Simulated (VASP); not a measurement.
Wanted: the native input for a VASP 6.6.1 run.

```
Task                   : single point
Functional             : LDA
Potentials or basis    : VASP PAW LDA potentials, release 64 (Mo_sv, S)
Cutoff                 : 520 eV
k mesh                 : 10 × 10 × 2
Occupations            : fermi-dirac, width 0.05 eV
Spin                   : no spin polarisation
Dipole correction      : no
Further INCAR settings : ALGO = Normal; EDIFF = 1e-07; NBANDS = 20
```

The structure of MoS2 lies in POSCAR:

```
MoS2
1.0
    3.1410920760      0.0000000000      0.0000000000
   -1.5705460380      2.7202655334      0.0000000000
    0.0000000000      0.0000000000     17.1003198802
Mo S
1 2
Direct
    0.0000000000      0.0000000000      0.0000000000
    0.3333333333      0.6666666667      0.9105070200
    0.3333333333      0.6666666667      0.0894929800
```

One way to write it, as run:

INCAR

```
SYSTEM = MoS2
PREC = Accurate
ENCUT = 520
EDIFF = 1E-7
ISMEAR = -1
SIGMA = 0.05
LREAL = .False.
LASPH = .True.
NELM = 60
ALGO = Normal
ISIF = 2
LWAVE = .False.
LCHARG = .False.
GGA = CA
NBANDS = 20
```

KPOINTS

```
Automatic mesh
0
Gamma
  10 10 2
  0 0 0
```

Potentials or basis: VASP PAW LDA potentials, release 64 (Mo_sv, S).

Command:

```console
$ cat potpaw_LDA.64/Mo_sv/POTCAR potpaw_LDA.64/S/POTCAR > POTCAR
$ mpirun -np 1 vasp_std > vasp.out
```

It gave:

The largest force is 0.321 eV/Å and the band gap on the k mesh is 1.85 eV (least direct gap 2.04 eV).

Wall time 2.3 min on 1 thread of Intel Xeon 8259CL (shared host), peak memory 0.25 GiB.
